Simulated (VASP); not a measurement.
# SrTa (Pm-3m) in VASP: notebook

The runs below take SrTa through single point, relaxation of cell and atoms, with PBE.

Everything below comes from runs of VASP 6.6.1. Logs are shortened: lines on timing, memory, paths and dates and some standing lists are left out, and cuts for length are marked.

**1. The cell of the first run**

The structure is cubic, space group Pm-3m (No. 221). The conventional cell has a = 3.810 Å, b = 3.810 Å, c = 3.810 Å, α = 90.00°, β = 90.00°, γ = 90.00°. Sr (site symmetry m-3m) has 8 Ta at 3.30 Å and 6 Sr at 3.81 Å within 4.3 Å. Ta (site symmetry m-3m) has 8 Sr at 3.30 Å and 6 Ta at 3.81 Å within 4.3 Å.

**2. Single point, PBE**

Contents of INCAR:

```
SYSTEM = SrTa
PREC = Accurate
ENCUT = 520
EDIFF = 1E-7
ISMEAR = 0
SIGMA = 0.1
LREAL = .FALSE.
LASPH = .TRUE.
NELM = 100
ALGO = Normal
ISIF = 2
LWAVE = .FALSE.
LCHARG = .FALSE.
GGA = PE
NBANDS = 18
```

Contents of KPOINTS:

```
Automatic mesh
0
G
  14 14 14
  0 0 0
```

Contents of POSCAR:

```
SrTa
1.0
    3.8102250406      0.0000000000      0.0000000000
    0.0000000000      3.8102250406      0.0000000000
    0.0000000000      0.0000000000      3.8102250406
Sr Ta
1 1
Direct
    0.0000000000      0.0000000000      0.0000000000
    0.5000000000      0.5000000000      0.5000000000
```

Potentials or basis: VASP PAW PBE potentials, release 64 (Sr_sv, Ta_pv).

Run with:

```bash
cat potpaw_PBE.64/Sr_sv/POTCAR potpaw_PBE.64/Ta_pv/POTCAR > POTCAR
mpirun -np 1 vasp_std > vasp.out
```

OUTCAR:

```text
SYSTEM = SrTa
   PREC = Accurate
   ENCUT = 520
   EDIFF = 1E-7
   ISMEAR = 0
   LREAL = .FALSE.
   LASPH = .TRUE.
   NELM = 100
   ISIF = 2
   GGA = PE

 ion  position               nearest neighbor table
   1  0.000  0.000  0.000-   2 3.30   2 3.30   2 3.30   2 3.30   2 3.30   2 3.30   2 3.30   2 3.30

   2  0.500  0.500  0.500-   1 3.30   1 3.30   1 3.30   1 3.30   1 3.30   1 3.30   1 3.30   1 3.30

  LATTYP: Found a simple cubic cell.
 ALAT       =     3.8102250406

  Lattice vectors:

 A1 = (   3.8102250406,   0.0000000000,   0.0000000000)
 A2 = (   0.0000000000,   3.8102250406,   0.0000000000)
 A3 = (   0.0000000000,   0.0000000000,   3.8102250406)

Analysis of symmetry for initial positions (statically):
=====================================================================
 Subroutine PRICEL returns:
 Original cell was already a primitive cell.

 Routine SETGRP: Setting up the symmetry group for a
 simple cubic supercell.

 Subroutine GETGRP returns: Found 48 space group operations
 (whereof 48 operations were pure point group operations)
 out of a pool of 48 trial point group operations.

The static configuration has the point symmetry O_h .

Analysis of symmetry for dynamics (positions and initial velocities):
=====================================================================
 Subroutine PRICEL returns:
 Original cell was already a primitive cell.

 Routine SETGRP: Setting up the symmetry group for a
 simple cubic supercell.

 Subroutine GETGRP returns: Found 48 space group operations
 (whereof 48 operations were pure point group operations)
 out of a pool of 48 trial point group operations.

The dynamic configuration has the point symmetry O_h .

 Subroutine INISYM returns: Found 48 space group operations
 (whereof 48 operations are pure point group operations),
 and found     1 'primitive' translations

----------------------------------------------------------------------------------------

                                     Primitive cell

  volume of cell :      55.3161

  direct lattice vectors                    reciprocal lattice vectors
     3.810225041  0.000000000  0.000000000     0.262451690  0.000000000  0.000000000
     0.000000000  3.810225041  0.000000000     0.000000000  0.262451690  0.000000000
     0.000000000  0.000000000  3.810225041     0.000000000  0.000000000  0.262451690

  length of vectors
     3.810225041  3.810225041  3.810225041     0.262451690  0.262451690  0.262451690

  position of ions in fractional coordinates (direct lattice)
     0.000000000  0.000000000  0.000000000
     0.500000000  0.500000000  0.500000000

  ion indices of the primitive-cell ions
   primitive index   ion index
                 1           1
                 2           2

----------------------------------------------------------------------------------------

 KPOINTS: Automatic mesh

Automatic generation of k-mesh.
 Grid dimensions read from file:
 generate k-points for:   14   14   14

 Generating k-lattice:

  Cartesian coordinates                     Fractional coordinates (reciprocal lattice)
     0.018746549  0.000000000  0.000000000     0.071428571  0.000000000  0.000000000
     0.000000000  0.018746549  0.000000000     0.000000000  0.071428571  0.000000000
     0.000000000  0.000000000  0.018746549     0.000000000  0.000000000  0.071428571

  Length of vectors
     0.018746549  0.018746549  0.018746549

  Shift w.r.t. Gamma in fractional coordinates (k-lattice)
     0.000000000  0.000000000  0.000000000

 Subroutine IBZKPT returns following result:
 ===========================================

 Found    120 irreducible k-points:

 Following reciprocal coordinates:
            Coordinates               Weight
  0.000000  0.000000  0.000000      1.000000
  0.071429  0.000000  0.000000      6.000000
  0.142857  0.000000  0.000000      6.000000
  0.214286  0.000000  0.000000      6.000000
  0.285714  0.000000  0.000000      6.000000
  0.357143  0.000000  0.000000      6.000000
[... 16 lines left out ...]
  0.285714  0.214286  0.000000     24.000000
  0.357143  0.214286  0.000000     24.000000
 [... further k-points ...]
   k-points           NKPTS =    120   k-points in BZ     NKDIM =    120   number of bands    NBANDS=     18
   number of dos      NEDOS =    301   number of ions     NIONS =      2
   total plane-waves  NPLWV =  21952
   dimension x,y,z NGX =    28 NGY =   28 NGZ =   28
   dimension x,y,z NGXF=    56 NGYF=   56 NGZF=   56
   ions per type =               1   1
   NGX,Y,Z   is equivalent  to a cutoff of  12.22, 12.22, 12.22 a.u.
   NGXF,Y,Z  is equivalent  to a cutoff of  24.43, 24.43, 24.43 a.u.
 SYSTEM =  SrTa
   PREC   = accura    normal or accurate (medium, high low for compatibility)
   ISTART =      0    job   : 0-new  1-cont  2-samecut
   ICHARG =      2    charge: 1-file 2-atom 10-const
   ISPIN  =      1    spin polarized calculation?
   LNONCOLLINEAR =      F non collinear calculations
   LSORBIT =      F    spin-orbit coupling
   LASPH  =      T    aspherical Exc in radial PAW
   ENCUT  =  520.0 eV  38.22 Ry    6.18 a.u.   7.08  7.08  7.08*2*pi/ulx,y,z
   NELM   =    100;   NELMIN=  2; NELMDL= -5     # of ELM steps
   EDIFF  = 0.1E-06   stopping-criterion for ELM
   LREAL  =      F    real-space projection
   EDIFFG = 0.1E-05   stopping-criterion for IOM
   NSW    =      0    number of steps for IOM
   IBRION =     -1    ionic relax: 0-MD 1-quasi-New 2-CG
   NFREE  =      0    steps in history (QN), initial steepest desc. (CG)
   ISIF   =      2    stress and relaxation
   ISYM   =      2    0-nonsym 1-usesym 2-fastsym
   POTIM  = 0.5000    time-step for ionic-motion
   TEBEG  =    0.0;   TEEND  =   0.0 temperature during run
   PSTRESS=    0.0 pullay stress
   NELECT =      21.0000    total number of electrons
   NUPDOWN=      -1.0000    fix difference up-down
   EMIN   =  10.00;   EMAX   =-10.00  energy-range for DOS
   EFERMI =   0.00;   METHOD = LEGACY
   ISMEAR =     0;   SIGMA  =   0.10  broadening in eV -4-tet -1-fermi 0-gaus
   EFERMI_NEDOS =   21; number of points for ismear=-14 and -15
   IALGO  =     38    algorithm
   IMIX   =      4    mixing-type and parameters
     AMIX     =   0.40;   BMIX     =  1.00
     AMIX_MAG =   1.60;   BMIX_MAG =  1.00
  volume/ion in A,a.u.               =      27.66       186.65
  Fermi-wavevector in a.u.,A,eV,Ry     =   1.185397  2.240076 19.118458  1.405167
  Thomas-Fermi vector in A             =   2.321592
   LORBIT       =      0    0 simple, 1 ext, 2 COOP (PROOUT), +10 PAW based schemes
   GGA     = PE    functional components
   LHFCALC =     F    Hartree Fock is set to
   AEXX    =    0.0000 exact exchange contribution
   IVDW    =     0    specifies the selected vdW correction
   LEPSILON=     F    determine dielectric tensor
   LRPA    =     F    only Hartree local field effects (RPA)
 non-spin polarized calculation
 Gauss-broadening in eV      SIGMA  =   0.10
  energy-cutoff  :      520.00
  volume of cell :       55.32
 maximum number of plane-waves:      1512
   NGX = 15   NGY = 15   NGZ = 15

 number of electron      21.0000005 magnetization

 Free energy of the ion-electron system (eV)
  ---------------------------------------------------
  ext. energy  EPLUGINS =         0.00000000
  ---------------------------------------------------
  free energy    TOTEN  =       -10.05495915 eV

  energy without entropy =      -10.03382815  energy(sigma->0) =      -10.04439365

 E-fermi :   3.4096     XC(G=0): -10.1382

 val. band max:        3.4081356375   @ k =   0.3571   0.2857   0.2857
 cond. band min:       3.4103167392   @ k =   0.4286   0.3571   0.0714
 fundamental gap:      0.0021811017
 Fermi energy:         3.4095693215

 k-point     1 :       0.0000    0.0000    0.0000
  band No.  band energies     occupation
      1     -31.4027      2.00000
      2     -31.4027      2.00000
      3     -31.4027      2.00000
      4     -30.9418      2.00000
      5     -12.9302      2.00000
      6     -12.9302      2.00000
[... 10 lines left out ...]
     17      10.1378      0.00000
     18      10.1378      0.00000

 k-point     2 :       0.0714    0.0000    0.0000
  band No.  band energies     occupation
      1     -31.4075      2.00000
      2     -31.4025      2.00000
      3     -31.4025      2.00000
      4     -30.9375      2.00000
      5     -12.9533      2.00000
      6     -12.9293      2.00000
[... 10 lines left out ...]
     17       9.6254      0.00000
     18       9.9089      0.00000

 k-point     3 :       0.1429    0.0000    0.0000
  band No.  band energies     occupation
      1     -31.4204      2.00000
      2     -31.4020      2.00000
      3     -31.4020      2.00000
      4     -30.9258      2.00000
      5     -13.0171      2.00000
      6     -12.9268      2.00000
[... 10 lines left out ...]
     17       8.8950      0.00000
     18       9.5132      0.00000

 k-point     4 :       0.2143    0.0000    0.0000
  band No.  band energies     occupation
      1     -31.4382      2.00000
      2     -31.4013      2.00000
      3     -31.4013      2.00000
      4     -30.9098      2.00000
      5     -13.1072      2.00000
      6     -12.9231      2.00000
[... 10 lines left out ...]
     17       8.2350      0.00000
     18       9.4793      0.00000

 k-point     5 :       0.2857    0.0000    0.0000
  band No.  band energies     occupation
      1     -31.4569      2.00000
      2     -31.4005      2.00000
      3     -31.4005      2.00000
      4     -30.8930      2.00000
      5     -13.2045      2.00000
      6     -12.9190      2.00000
[... 10 lines left out ...]
     17       7.6893      0.00000
     18       9.8395      0.00000

 k-point     6 :       0.3571    0.0000    0.0000
  band No.  band energies     occupation
      1     -31.4730      2.00000
      2     -31.3998      2.00000
      3     -31.3998      2.00000
      4     -30.8787      2.00000
      5     -13.2899      2.00000
      6     -12.9153      2.00000
[... 10 lines left out ...]
     17       7.2806      0.00000
     18      10.0522      0.00000

 k-point     7 :       0.4286    0.0000    0.0000
  band No.  band energies     occupation
      1     -31.4837      2.00000
      2     -31.3993      2.00000
      3     -31.3993      2.00000
      4     -30.8691      2.00000
      5     -13.3478      2.00000
      6     -12.9128      2.00000
[... 10 lines left out ...]
     17       7.0268      0.00000
     18       9.8748      0.00000

 k-point     8 :       0.5000    0.0000    0.0000
  band No.  band energies     occupation
      1     -31.4875      2.00000
      2     -31.3991      2.00000
      3     -31.3991      2.00000
      4     -30.8657      2.00000
      5     -13.3683      2.00000
      6     -12.9119      2.00000
[... 10 lines left out ...]
     17       6.9406      0.00000
     18       9.8113      0.00000
[... 229 lines left out ...]
     17       7.7919      0.00000
     18      10.3580      0.00000

 k-point    20 :       0.4286    0.1429    0.0000
  band No.  band energies     occupation
      1     -31.4754      2.00000
      2     -31.4069      2.00000
      3     -31.3987      2.00000
      4     -30.8729      2.00000
      5     -13.3279      2.00000
      6     -12.9810      2.00000
[... 10 lines left out ...]
     17       7.7744      0.00000
     18      10.1503      0.00000

 k-point    21 :       0.5000    0.1429    0.0000
  band No.  band energies     occupation
      1     -31.4786      2.00000
      2     -31.4065      2.00000
      3     -31.3985      2.00000
      4     -30.8704      2.00000
      5     -13.3475      2.00000
      6     -12.9793      2.00000
[... 10 lines left out ...]
     17       7.7776      0.00000
     18      10.0722      0.00000

 k-point    22 :       0.2143    0.2143    0.0000
  band No.  band energies     occupation
      1     -31.4407      2.00000
      2     -31.4165      2.00000
      3     -31.4000      2.00000
      4     -30.8958      2.00000
      5     -13.1075      2.00000
      6     -13.0621      2.00000
[... 10 lines left out ...]
     17       8.0677      0.00000
     18      10.4016      0.00000

 k-point    23 :       0.2857    0.2143    0.0000
  band No.  band energies     occupation
      1     -31.4491      2.00000
      2     -31.4179      2.00000
      3     -31.3992      2.00000
      4     -30.8882      2.00000
      5     -13.1788      2.00000
      6     -13.0673      2.00000
[... 10 lines left out ...]
     17       8.1415      0.00000
     18      10.4578      0.00000

 k-point    24 :       0.3571    0.2143    0.0000
  band No.  band energies     occupation
      1     -31.4590      2.00000
      2     -31.4165      2.00000
      3     -31.3985      2.00000
      4     -30.8816      2.00000
      5     -13.2544      2.00000
      6     -13.0589      2.00000
[... 10 lines left out ...]
     17       8.2895      0.00000
     18      10.6601      0.00000

 [... further k-points ...]

------------------------ aborting loop because EDIFF is reached ----------------------------------------

  FORCE on cell =-STRESS in cart. coord.  units (eV):
  Direction    XX          YY          ZZ          XY          YZ          ZX
  --------------------------------------------------------------------------------------
  -------------------------------------------------------------------------------------
  Total        0.0318411      0.0318411      0.0318411     -0.0000000      0.0000000      0.0000000
  in kB        0.9222458      0.9222458      0.9222458     -0.0000000      0.0000000      0.0000000
  external PRESSURE =       0.9222458 kB  Pullay stress =       0.0000000 kB

 VOLUME and BASIS-vectors are now :
 -----------------------------------------------------------------------------
  energy-cutoff  :      520.00
  volume of cell :       55.32
      direct lattice vectors                 reciprocal lattice vectors
     3.810225041  0.000000000  0.000000000     0.262451690  0.000000000  0.000000000
     0.000000000  3.810225041  0.000000000     0.000000000  0.262451690  0.000000000
     0.000000000  0.000000000  3.810225041     0.000000000  0.000000000  0.262451690

 POSITION                                       TOTAL-FORCE (eV/Angst)
 -----------------------------------------------------------------------------------
      0.00000      0.00000      0.00000         0.000000      0.000000      0.000000
      1.90511      1.90511      1.90511         0.000000      0.000000      0.000000
 -----------------------------------------------------------------------------------
    total drift:                                0.000000      0.000000      0.000000

  FREE ENERGIE OF THE ION-ELECTRON SYSTEM (eV)
  ---------------------------------------------------
  free  energy   TOTEN  =       -10.0549591483 eV

  energy  without entropy=      -10.0338281524  energy(sigma->0) =      -10.04439365
```

Wall time 70 s (1 thread of Oxide Virtual Turin-like, shared host); peak memory 0.22 GiB.

What came out:

- Free energy: -10.0550 eV
- Pressure: 0.1 GPa
- Band gap on the k mesh: zero (an odd number of electrons rules out a gap without spin polarisation)

Levels at points of the mesh, in eV from the Fermi level:
| k point | band 7 | band 8 | band 9 | band 10 | band 11 | band 12 | band 13 | band 14 |
| --- | --- | --- | --- | --- | --- | --- | --- | --- |
| (0.00, 0.00, 0.00) | -16.34 | -5.35 | -1.86 | -1.86 | 1.02 | 1.02 | 1.02 | 4.64 |
| (0.50, 0.00, 0.00) | -16.32 | -2.70 | -1.55 | -0.83 | 0.68 | 0.68 | 1.49 | 2.12 |
| (0.50, 0.50, 0.00) | -16.27 | -2.93 | -1.85 | -0.24 | -0.24 | 1.59 | 1.59 | 2.15 |
| (0.50, 0.50, 0.50) | -16.65 | -0.32 | -0.32 | -0.32 | 0.19 | 0.19 | 0.19 | 2.47 |

Caveat: spin-orbit coupling is left out, which moves the levels of the heavy elements.

**3. Relaxation of cell and atoms, PBE**

Contents of INCAR:

```
  PREC = Accurate
  ENCUT = 600
  EDIFF = 1E-6
  ISMEAR = 0
  SIGMA = 0.1
  LREAL = False
  LASPH = True
  NELM = 100
  ALGO = Fast
  ISIF = 3
  LWAVE = False
  LCHARG = False
  GGA = PE
  IBRION = 2
  NSW = 100
  EDIFFG = -0.01
```

Contents of KPOINTS:

```
Automatic mesh
0
Gamma
  14 14 14
```

POSCAR is that of step 2.

Potentials or basis: VASP PAW PBE potentials, release 64 (Sr_sv, Ta_pv).

Run with:

```bash
cat potpaw_PBE.64/Sr_sv/POTCAR potpaw_PBE.64/Ta_pv/POTCAR > POTCAR
mpirun -np 1 vasp_std > vasp.out
```

It took 2.8 min on 1 thread of Oxide Virtual Turin-like, shared host; peak memory 0.24 GiB.

Results (log left out):

```
Free energy                           : -10.0550 eV
Relaxed volume                        : 27.73 Å³/atom
Relaxed cell                          : a = 3.813 Å, b = 3.813 Å, c = 3.813 Å, α = 90.00°, β = 90.00°, γ = 90.00°
Space group after relaxing (to 0.1 Å) : Pm-3m (No. 221)
Energy gained by relaxing             : 0.0 meV/atom
Ionic steps                           : 2
Pressure after relaxing               : 0.0 GPa
Band gap on the k mesh                : zero (an odd number of electrons rules out a gap without spin polarisation)
```

Final structure:
```cif
data_structure
_symmetry_space_group_name_H-M 'P 1'
_symmetry_Int_Tables_number 1
_cell_length_a 3.8134
_cell_length_b 3.8134
_cell_length_c 3.8134
_cell_angle_alpha 90.000
_cell_angle_beta 90.000
_cell_angle_gamma 90.000
_cell_volume 55.45
loop_
_atom_site_label
_atom_site_type_symbol
_atom_site_fract_x
_atom_site_fract_y
_atom_site_fract_z
_atom_site_occupancy
Sr1 Sr 0.00000 0.00000 0.00000 1
Ta1 Ta 0.50000 0.50000 0.50000 1
```

Levels at points of the mesh, in eV from the Fermi level:
| k point | band 7 | band 8 | band 9 | band 10 | band 11 | band 12 | band 13 | band 14 |
| --- | --- | --- | --- | --- | --- | --- | --- | --- |
| (0.00, 0.00, 0.00) | -16.34 | -5.35 | -1.85 | -1.85 | 1.02 | 1.02 | 1.02 | 4.63 |
| (0.50, 0.00, 0.00) | -16.33 | -2.71 | -1.55 | -0.83 | 0.68 | 0.68 | 1.48 | 2.13 |
| (0.50, 0.50, 0.00) | -16.28 | -2.92 | -1.85 | -0.24 | -0.24 | 1.58 | 1.58 | 2.15 |
| (0.50, 0.50, 0.50) | -16.65 | -0.32 | -0.32 | -0.32 | 0.19 | 0.19 | 0.19 | 2.65 |

Caveat: spin-orbit coupling is left out, which moves the levels of the heavy elements.
